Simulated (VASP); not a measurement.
# FeGe (P2_13) in VASP: a series of runs

Aim: see how the results for FeGe move with the level of theory and the settings. Levels: PBE, LDA, PBE+U. Tasks: single point.

Everything below comes from runs of VASP 6.6.1. Logs are shortened: lines on timing, memory, paths and dates and some standing lists are left out, and cuts for length are marked.

## (1) The cell of the first run

The structure is cubic, space group P2_13 (No. 198). Conventional cell: a = 4.663 Å, b = 4.663 Å, c = 4.663 Å, α = 90.00°, β = 90.00°, γ = 90.00°. Ge (site symmetry 3) has 7 Fe at 2.37 to 2.63 Å and 6 Ge at 2.89 Å within 3.1 Å. Fe (site symmetry 3) has 7 Ge at 2.37 to 2.63 Å and 6 Fe at 2.86 Å within 3.1 Å.

## (2) Single point, PBE

The input, INCAR:

```
PREC = Accurate
ENCUT = 520
EDIFF = 1E-6
ISMEAR = 0
SIGMA = 0.0321
LREAL = F
LASPH = T
NELM = 80
ALGO = Normal
ISIF = 2
LWAVE = F
LCHARG = T
GGA = PE
LELF = T
LVHAR = T
NBANDS = 54
```

The input, KPOINTS:

```
regular mesh
0
Gamma
  4 4 4
```

The input, POSCAR:

```
FeGe
1.0
    4.6634920000      0.0000000000      0.0000000000
    0.0000000000      4.6634920000      0.0000000000
    0.0000000000      0.0000000000      4.6634920000
Ge Fe
4 4
Direct
    0.8420000000      0.8420000000      0.8420000000
    0.6580000000      0.1580000000      0.3420000000
    0.3420000000      0.6580000000      0.1580000000
    0.1580000000      0.3420000000      0.6580000000
    0.1350000000      0.1350000000      0.1350000000
    0.3650000000      0.8650000000      0.6350000000
    0.6350000000      0.3650000000      0.8650000000
    0.8650000000      0.6350000000      0.3650000000
```

Potentials or basis: VASP PAW PBE potentials, release 64 (Ge_d, Fe).

The run is started by

```console
cat potpaw_PBE.64/Ge_d/POTCAR potpaw_PBE.64/Fe/POTCAR > POTCAR
mpirun -np 1 vasp_std > vasp.out
```

OUTCAR:

```text
PREC = Accurate
   ENCUT = 520
   EDIFF = 1E-6
   ISMEAR = 0
   LREAL = F
   LASPH = T
   NELM = 80
   ISIF = 2
   GGA = PE

 ion  position               nearest neighbor table
   1  0.842  0.842  0.842-   5 2.37   6 2.43   7 2.43   8 2.43   7 2.63   8 2.63   6 2.63   3 2.89
                             4 2.89   2 2.89   2 2.89   4 2.89   3 2.89
   2  0.658  0.158  0.342-   6 2.37   5 2.43   7 2.43   8 2.43   7 2.63   8 2.63   5 2.63   1 2.89
                             1 2.89   3 2.89   3 2.89   4 2.89   4 2.89
   3  0.342  0.658  0.158-   7 2.37   6 2.43   5 2.43   8 2.43   8 2.63   6 2.63   5 2.63   1 2.89
                             4 2.89   2 2.89   2 2.89   4 2.89   1 2.89
   4  0.158  0.342  0.658-   8 2.37   6 2.43   7 2.43   5 2.43   6 2.63   5 2.63   7 2.63   1 2.89
                             3 2.89   2 2.89   1 2.89   2 2.89   3 2.89
   5  0.135  0.135  0.135-   1 2.37   2 2.43   3 2.43   4 2.43   3 2.63   4 2.63   2 2.63   6 2.86
                             7 2.86   8 2.86   6 2.86   8 2.86   7 2.86
   6  0.365  0.865  0.635-   2 2.37   1 2.43   3 2.43   4 2.43   3 2.63   4 2.63   1 2.63   8 2.86
                             5 2.86   5 2.86   7 2.86   7 2.86   8 2.86
   7  0.635  0.365  0.865-   3 2.37   2 2.43   1 2.43   4 2.43   4 2.63   2 2.63   1 2.63   8 2.86
                             5 2.86   8 2.86   6 2.86   6 2.86   5 2.86
   8  0.865  0.635  0.365-   4 2.37   2 2.43   3 2.43   1 2.43   2 2.63   1 2.63   3 2.63   7 2.86
                             5 2.86   7 2.86   5 2.86   6 2.86   6 2.86

  LATTYP: Found a simple cubic cell.
 ALAT       =     4.6634920000

  Lattice vectors:

 A1 = (   4.6634920000,   0.0000000000,   0.0000000000)
 A2 = (   0.0000000000,   4.6634920000,   0.0000000000)
 A3 = (   0.0000000000,   0.0000000000,   4.6634920000)

Analysis of symmetry for initial positions (statically):
=====================================================================
 Subroutine PRICEL returns:
 Original cell was already a primitive cell.

 Routine SETGRP: Setting up the symmetry group for a
 simple cubic supercell.

 Subroutine GETGRP returns: Found 12 space group operations
 (whereof  3 operations were pure point group operations)
 out of a pool of 48 trial point group operations.

The static configuration has the point symmetry C_3 .
 The point group associated with its full space group is T   .

Analysis of symmetry for dynamics (positions and initial velocities):
=====================================================================
 Subroutine PRICEL returns:
 Original cell was already a primitive cell.

 Routine SETGRP: Setting up the symmetry group for a
 simple cubic supercell.

 Subroutine GETGRP returns: Found 12 space group operations
 (whereof  3 operations were pure point group operations)
 out of a pool of 48 trial point group operations.

The dynamic configuration has the point symmetry C_3 .
 The point group associated with its full space group is T   .

 Subroutine INISYM returns: Found 12 space group operations
 (whereof  3 operations are pure point group operations),
 and found     1 'primitive' translations

----------------------------------------------------------------------------------------

                                     Primitive cell

  volume of cell :     101.4224

  direct lattice vectors                    reciprocal lattice vectors
     4.663492000  0.000000000  0.000000000     0.214431589  0.000000000  0.000000000
     0.000000000  4.663492000  0.000000000     0.000000000  0.214431589  0.000000000
     0.000000000  0.000000000  4.663492000     0.000000000  0.000000000  0.214431589

  length of vectors
     4.663492000  4.663492000  4.663492000     0.214431589  0.214431589  0.214431589

  position of ions in fractional coordinates (direct lattice)
     0.842000000  0.842000000  0.842000000
     0.658000000  0.158000000  0.342000000
     0.342000000  0.658000000  0.158000000
     0.158000000  0.342000000  0.658000000
     0.135000000  0.135000000  0.135000000
     0.365000000  0.865000000  0.635000000
     0.635000000  0.365000000  0.865000000
     0.865000000  0.635000000  0.365000000

  ion indices of the primitive-cell ions
   primitive index   ion index
                 1           1
                 2           2
                 3           3
                 4           4
                 5           5
                 6           6
                 7           7
                 8           8

----------------------------------------------------------------------------------------

 KPOINTS: regular mesh

Automatic generation of k-mesh.
 Grid dimensions read from file:
 generate k-points for:    4    4    4

 Generating k-lattice:

  Cartesian coordinates                     Fractional coordinates (reciprocal lattice)
     0.053607897  0.000000000  0.000000000     0.250000000  0.000000000  0.000000000
     0.000000000  0.053607897  0.000000000     0.000000000  0.250000000  0.000000000
     0.000000000  0.000000000  0.053607897     0.000000000  0.000000000  0.250000000

  Length of vectors
     0.053607897  0.053607897  0.053607897

  Shift w.r.t. Gamma in fractional coordinates (k-lattice)
     0.000000000  0.000000000  0.000000000

 Subroutine IBZKPT returns following result:
 ===========================================

 Found     11 irreducible k-points:

 Following reciprocal coordinates:
            Coordinates               Weight
  0.000000  0.000000  0.000000      1.000000
  0.250000  0.000000  0.000000      6.000000
  0.500000  0.000000  0.000000      3.000000
  0.250000  0.250000  0.000000     12.000000
  0.500000  0.250000  0.000000      6.000000
 -0.250000  0.500000  0.000000      6.000000
  0.500000  0.500000  0.000000      3.000000
  0.250000  0.250000  0.250000      8.000000
  0.500000  0.250000  0.250000     12.000000
  0.500000  0.500000  0.250000      6.000000
  0.500000  0.500000  0.500000      1.000000
   k-points           NKPTS =     11   k-points in BZ     NKDIM =     11   number of bands    NBANDS=     54
   number of dos      NEDOS =    301   number of ions     NIONS =      8
   total plane-waves  NPLWV =  46656
   dimension x,y,z NGX =    36 NGY =   36 NGZ =   36
   dimension x,y,z NGXF=    72 NGYF=   72 NGZF=   72
   ions per type =               4   4
   NGX,Y,Z   is equivalent  to a cutoff of  12.83, 12.83, 12.83 a.u.
   NGXF,Y,Z  is equivalent  to a cutoff of  25.67, 25.67, 25.67 a.u.
 SYSTEM =  unknown system
   PREC   = accura    normal or accurate (medium, high low for compatibility)
   ISTART =      0    job   : 0-new  1-cont  2-samecut
   ICHARG =      2    charge: 1-file 2-atom 10-const
   ISPIN  =      1    spin polarized calculation?
   LNONCOLLINEAR =      F non collinear calculations
   LSORBIT =      F    spin-orbit coupling
   LASPH  =      T    aspherical Exc in radial PAW
   ENCUT  =  520.0 eV  38.22 Ry    6.18 a.u.   8.67  8.67  8.67*2*pi/ulx,y,z
   NELM   =     80;   NELMIN=  2; NELMDL= -5     # of ELM steps
   EDIFF  = 0.1E-05   stopping-criterion for ELM
   LREAL  =      F    real-space projection
   EDIFFG = 0.1E-04   stopping-criterion for IOM
   NSW    =      0    number of steps for IOM
   IBRION =     -1    ionic relax: 0-MD 1-quasi-New 2-CG
   NFREE  =      0    steps in history (QN), initial steepest desc. (CG)
   ISIF   =      2    stress and relaxation
   ISYM   =      2    0-nonsym 1-usesym 2-fastsym
   POTIM  = 0.5000    time-step for ionic-motion
   TEBEG  =    0.0;   TEEND  =   0.0 temperature during run
   PSTRESS=    0.0 pullay stress
   NELECT =      88.0000    total number of electrons
   NUPDOWN=      -1.0000    fix difference up-down
   EMIN   =  10.00;   EMAX   =-10.00  energy-range for DOS
   EFERMI =   0.00;   METHOD = LEGACY
   ISMEAR =     0;   SIGMA  =   0.03  broadening in eV -4-tet -1-fermi 0-gaus
   EFERMI_NEDOS =   21; number of points for ismear=-14 and -15
   IALGO  =     38    algorithm
   IMIX   =      4    mixing-type and parameters
     AMIX     =   0.40;   BMIX     =  1.00
     AMIX_MAG =   1.60;   BMIX_MAG =  1.00
  volume/ion in A,a.u.               =      12.68        85.55
  Fermi-wavevector in a.u.,A,eV,Ry     =   1.561437  2.950688 33.172170  2.438086
  Thomas-Fermi vector in A             =   2.664503
   LORBIT       =      0    0 simple, 1 ext, 2 COOP (PROOUT), +10 PAW based schemes
   GGA     = PE    functional components
   LHFCALC =     F    Hartree Fock is set to
   AEXX    =    0.0000 exact exchange contribution
   IVDW    =     0    specifies the selected vdW correction
   LEPSILON=     F    determine dielectric tensor
   LRPA    =     F    only Hartree local field effects (RPA)
 non-spin polarized calculation
 Gauss-broadening in eV      SIGMA  =   0.03
  energy-cutoff  :      520.00
  volume of cell :      101.42
 maximum number of plane-waves:      2800
 NGX is ok and might be reduce to    36
   NGX = 17   NGY = 17   NGZ = 17

 number of electron      87.9999929 magnetization

 Free energy of the ion-electron system (eV)
  ---------------------------------------------------
  ext. energy  EPLUGINS =         0.00000000
  ---------------------------------------------------
  free energy    TOTEN  =       -51.59674056 eV

  energy without entropy =      -51.59598383  energy(sigma->0) =      -51.59636220

 E-fermi :   8.0801     XC(G=0): -12.9727

 val. band max:        8.0335178047   @ k =   0.2500   0.0000   0.0000
 cond. band min:       8.1284743277   @ k =   0.2500   0.2500   0.0000
 fundamental gap:      0.0949565230
 Fermi energy:         8.0801130644

 k-point     1 :       0.0000    0.0000    0.0000
  band No.  band energies     occupation
      1     -16.5164      2.00000
      2     -16.5164      2.00000
      3     -16.5164      2.00000
      4     -16.4778      2.00000
      5     -16.4778      2.00000
      6     -16.4778      2.00000
[... 46 lines left out ...]
     53      11.9439      0.00000
     54      11.9439      0.00000
[... 568 lines left out ...]
     53      13.7299      0.00000
     54      13.7299      0.00000

------------------------ aborting loop because EDIFF is reached ----------------------------------------

  FORCE on cell =-STRESS in cart. coord.  units (eV):
  Direction    XX          YY          ZZ          XY          YZ          ZX
  --------------------------------------------------------------------------------------
  -------------------------------------------------------------------------------------
  Total       -1.9194339     -1.9194339     -1.9194339     -0.0000000     -0.0000000      0.0000000
  in kB      -30.3214547    -30.3214547    -30.3214547     -0.0000000     -0.0000000      0.0000000
  external PRESSURE =     -30.3214547 kB  Pullay stress =       0.0000000 kB

 VOLUME and BASIS-vectors are now :
 -----------------------------------------------------------------------------
  energy-cutoff  :      520.00
  volume of cell :      101.42
      direct lattice vectors                 reciprocal lattice vectors
     4.663492000  0.000000000  0.000000000     0.214431589  0.000000000  0.000000000
     0.000000000  4.663492000  0.000000000     0.000000000  0.214431589  0.000000000
     0.000000000  0.000000000  4.663492000     0.000000000  0.000000000  0.214431589

 POSITION                                       TOTAL-FORCE (eV/Angst)
 -----------------------------------------------------------------------------------
      3.92666      3.92666      3.92666        -0.229457     -0.229457     -0.229457
      3.06858      0.73683      1.59491         0.229457      0.229457     -0.229457
      1.59491      3.06858      0.73683        -0.229457      0.229457      0.229457
      0.73683      1.59491      3.06858         0.229457     -0.229457      0.229457
      0.62957      0.62957      0.62957        -0.067316     -0.067316     -0.067316
      1.70217      4.03392      2.96132         0.067316      0.067316     -0.067316
      2.96132      1.70217      4.03392        -0.067316      0.067316      0.067316
      4.03392      2.96132      1.70217         0.067316     -0.067316      0.067316
 -----------------------------------------------------------------------------------
    total drift:                               -0.000001     -0.000000      0.000000

  FREE ENERGIE OF THE ION-ELECTRON SYSTEM (eV)
  ---------------------------------------------------
  free  energy   TOTEN  =       -51.5967405575 eV

  energy  without entropy=      -51.5959838338  energy(sigma->0) =      -51.59636220
```

Wall time 1.8 min (1 thread of Intel Xeon Platinum 8259CL at 2.50GHz (Skylake/Cascade Lake), shared host); peak memory 0.21 GiB.

Results:

- Free energy: -51.5967 eV
- Pressure: -3.0 GPa
- Largest force: 0.397 eV/Å
- Band gap on the k mesh: 0.10 eV, indirect (least direct gap 0.11 eV)

Forces in eV/Å, atoms in the order of the input:
```
Ge  -0.229 -0.229 -0.229
Ge   0.229  0.229 -0.229
Ge  -0.229  0.229  0.229
Ge   0.229 -0.229  0.229
Fe  -0.067 -0.067 -0.067
Fe   0.067  0.067 -0.067
Fe  -0.067  0.067  0.067
Fe   0.067 -0.067  0.067
```

(Continued in part 2 of 2.)
